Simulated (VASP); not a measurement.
CdS5: relaxation of cell and atoms with PBE

The system is CdS5.

```
Cd S
1.0
     6.66960    0.00000    0.00000
    -3.33480    5.77604    0.00000
     0.00000    0.00000    3.17405
Cd S
1 5
Cartesian
  0.0000 0.0000 0.0000
  0.0000 3.8507 0.0000
  3.3348 1.9253 0.0000
  3.3348 0.0000 1.5870
  1.6674 2.8880 1.5870
  -1.6674 2.8880 1.5870
```

The cell was built from a structure type or drawn by symmetry, and may not be a known phase.

```json
{
  "Program": "VASP 6.6.1",
  "Task": "relaxation of cell and atoms",
  "Functional": "PBE",
  "Potentials or basis": "VASP PAW PBE potentials, release 64 (Cd, S)",
  "Cutoff": "600 eV",
  "k mesh": "6 × 6 × 12",
  "Occupations": "gaussian, width 0.1 eV",
  "Spin": "no spin polarisation",
  "Dipole correction": "no",
  "Further INCAR settings": "ALGO = Normal; EDIFF = 1e-07; IBRION = 2; EDIFFG = -0.01; NSW = 100; ISIF = 3"
}
```

| Quantity | Value |
| --- | --- |
| Relaxed volume | 20.50 Å³/atom |
| Relaxed cell | a = 6.671 Å, b = 6.671 Å, c = 3.190 Å, α = 90.00°, β = 90.00°, γ = 120.00° |
| Space group after relaxing (to 0.1 Å) | P6/mmm (No. 191) |
| Energy gained by relaxing | 0.2 meV/atom |
| Ionic steps | 4 |
| Pressure after relaxing | 0.0 GPa |
| Band gap on the k mesh | zero (bands 21 and 22 overlap by 1.46 eV) |

Stress tensor (GPa, compression positive):
```
-0.06  0.00  0.00
 0.00 -0.06  0.00
 0.00  0.00  0.03
```

The path:
| step | energy change (eV) | largest force (eV/Å) | pressure (GPa) | volume (Å³) |
| --- | --- | --- | --- | --- |
| 1 | 0.0000 | 0.0000 | 0.35 | 122.28 |
| 2 | -0.0014 | 0.0000 | -0.06 | 123.06 |
| 3 | -0.0014 | 0.0000 | -0.07 | 123.08 |
| 4 | -0.0015 | 0.0000 | -0.03 | 122.98 |

Final structure:
```cif
data_structure
_symmetry_space_group_name_H-M 'P 1'
_symmetry_Int_Tables_number 1
_cell_length_a 6.6715
_cell_length_b 6.6715
_cell_length_c 3.1904
_cell_angle_alpha 90.000
_cell_angle_beta 90.000
_cell_angle_gamma 120.000
_cell_volume 122.98
loop_
_atom_site_label
_atom_site_type_symbol
_atom_site_fract_x
_atom_site_fract_y
_atom_site_fract_z
_atom_site_occupancy
Cd1 Cd 0.00000 0.00000 0.00000 1
S1 S 0.33333 0.66667 0.00000 1
S2 S 0.66667 0.33333 0.00000 1
S3 S 0.50000 0.00000 0.50000 1
S4 S 0.50000 0.50000 0.50000 1
S5 S 0.00000 0.50000 0.50000 1
```

Levels at points of the mesh, in eV from the Fermi level:
```csv
k point,band 17,band 18,band 19,band 20,band 21,band 22,band 23,band 24,band 25
"(0.00, 0.00, 0.00)",-1.97,-1.30,-1.30,-1.01,-0.74,-0.74,-0.62,3.41,3.41
"(0.50, 0.00, 0.00)",-2.68,-1.54,-0.74,-0.60,-0.18,0.89,1.60,1.89,2.15
"(0.00, 0.00, 0.50)",-3.19,-2.12,-1.73,-0.88,-0.88,-0.30,1.26,1.50,2.41
"(0.50, 0.00, 0.50)",-2.52,-2.50,-1.71,-0.60,0.18,0.41,1.32,1.53,1.67
```

It took 12 min on 1 thread of Intel Xeon 8259CL (shared host), peak memory 0.39 GiB.
